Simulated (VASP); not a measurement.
Set up this calculation in VASP 6.6.1, as the native input.

| Property | Result |
| --- | --- |
| Task | single point |
| Functional | r2SCAN |
| Potentials or basis | VASP PAW PBE potentials, release 64 (Ge_d) |
| Cutoff | 520 eV |
| k mesh | 12 × 12 × 12 |
| Occupations | gaussian, width 0.01 eV |
| Spin | no spin polarisation |
| Dipole correction | no |
| Further INCAR settings | ALGO = Normal; EDIFF = 1e-06; NBANDS = 21 |

The system is Ge.

```
Ge
1.0
     2.86583    2.86583    0.00000
    -2.86583    2.86583    0.00000
     0.00000    2.86583    2.86583
Ge
2
Direct
  0.50000 0.50000 0.00000
  0.75000 0.25000 0.50000
```

These files were run (other wordings do the same):

POSCAR

```
Ge
1.0
    2.8658316000      2.8658316000      0.0000000000
   -2.8658316000      2.8658316000      0.0000000000
    0.0000000000      2.8658316000      2.8658316000
Ge
2
Direct
    0.5000000000      0.5000000000      0.0000000000
    0.7500000000      0.2500000000      0.5000000000
```

INCAR.step1

```
  PREC = Accurate
  ENCUT = 520
  ISMEAR = 0
  SIGMA = 0.01
  LREAL = F
  LASPH = T
  NELM = 100
  NBANDS = 21
  GGA = PE
  ALGO = Normal
  EDIFF = 1E-4
  LWAVE = T
  LCHARG = F
```

INCAR.step2

```
  PREC = Accurate
  ENCUT = 520
  EDIFF = 1E-6
  ISMEAR = 0
  SIGMA = 0.01
  LREAL = F
  LASPH = T
  NELM = 100
  ALGO = Normal
  ISIF = 2
  LWAVE = F
  LCHARG = F
  METAGGA = R2SCAN
  LMIXTAU = T
  NBANDS = 21
  ISTART = 1
```

KPOINTS

```
regular mesh
0
Gamma
  12 12 12
```

Potentials or basis: VASP PAW PBE potentials, release 64 (Ge_d).

Command:

```console
$ cat potpaw_PBE.64/Ge_d/POTCAR > POTCAR
$ cp INCAR.step1 INCAR
$ mpirun -np 1 vasp_std > vasp.out
$ cp INCAR.step2 INCAR
$ mpirun -np 1 vasp_std > vasp.out
```

Results of the run:

```yaml
Pressure: -1.9 GPa
Band_gap_on_the_k_mesh: 0.03 eV
```

Caveat: semilocal functionals underestimate gaps, and a narrow one can read as zero; the PAW data sets were made with another functional, which shifts forces and pressure a little.

It took 5.9 min on 1 thread of Intel Xeon 8259CL (shared host), peak memory 0.2 GiB.
